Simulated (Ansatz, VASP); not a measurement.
## One calculation of Hf, two programs

```
Hf
1.0
     3.20323    0.00000    0.00000
    -1.60161    2.77408    0.00000
     0.00000    0.00000   26.14590
Hf
5
Direct
  0.00000 0.00000 0.31004
  0.33333 0.66667 0.40107
  0.00000 0.00000 0.50000
  0.33333 0.66667 0.59893
  0.00000 0.00000 0.68996
```

Alike in both runs: functional PBE; k mesh 12 × 12 × 1; occupations fermi-dirac, width 0.1 eV; no spin polarisation.

Ansatz relaxed the structure, and its values are those at the end. VASP's run is a single point on that final structure, the one shown.

|  | VASP | Ansatz |
| --- | --- | --- |
| version | VASP 6.6.1 | Ansatz 0.2.0 |
| potentials or method | VASP PAW PBE potentials, release 64 (Hf_pv) | PAW with Ansatz's default frozen-core files, scalar-relativistic |
| plane-wave cutoff (eV) | 520 | 420 |
| valence electrons in the cell | 50 | 130 |

```csv
,VASP,Ansatz,Ansatz less VASP
rms of the force components (eV/Å),0.021,0.002,-0.0190
```

VASP's potentials hold 50 valence electrons a cell and Ansatz's 130, so a difference there can come from the potentials and not from the codes. Ansatz's warnings: stress scf threshold loose.

Neither program's run includes spin-orbit coupling.
